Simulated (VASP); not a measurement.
Hf:

```
CELL_PARAMETERS angstrom
3.19670 0.00000 0.00000
-1.59835 2.76842 0.00000
0.00000 0.00000 5.05780
ATOMIC_POSITIONS crystal
Hf 0.66667 0.33333 0.75000
Hf 0.33333 0.66667 0.25000
```

* Program: VASP 6.6.1
* Task: relaxation of cell and atoms
* Functional: PBEsol
* Dispersion: D4
* Potentials or basis: VASP PAW PBE potentials, release 64 (Hf_pv)
* Cutoff: 600 eV
* k mesh: 10 × 10 × 5
* Occupations: fermi-dirac, width 0.05 eV
* Spin: no spin polarisation

At the start: pressure -5.1 GPa; volume 22.38 Å³/atom.

How do energy, volume and symmetry change on relaxing?

Over 4 steps the energy falls by 17.5 meV/atom and the volume is 21.32 Å³/atom (-4.7 %); space group P6_3/mmc (No. 194, to 0.1 Å) before and after.

Step by step:
| step | energy change (eV) | largest force (eV/Å) | pressure (GPa) | volume (Å³) |
| --- | --- | --- | --- | --- |
| 1 | 0.0000 | 0.0000 | -5.13 | 44.76 |
| 2 | 0.0176 | 0.0000 | 7.41 | 40.28 |
| 3 | -0.0350 | 0.0000 | -0.06 | 42.68 |
| 4 | -0.0350 | 0.0000 | 0.05 | 42.64 |

Final structure:
```xyz
2
Lattice="3.1471 0.0000 0.0000 -1.5736 2.7255 0.0000 0.0000 0.0000 4.9712" Properties=species:S:1:pos:R:3 pbc="T T T"
Hf    1.5736    0.9085    3.7284
Hf    0.0000    1.8170    1.2428
```

Caveat: the PAW data sets were made with another functional, which shifts forces and pressure a little.
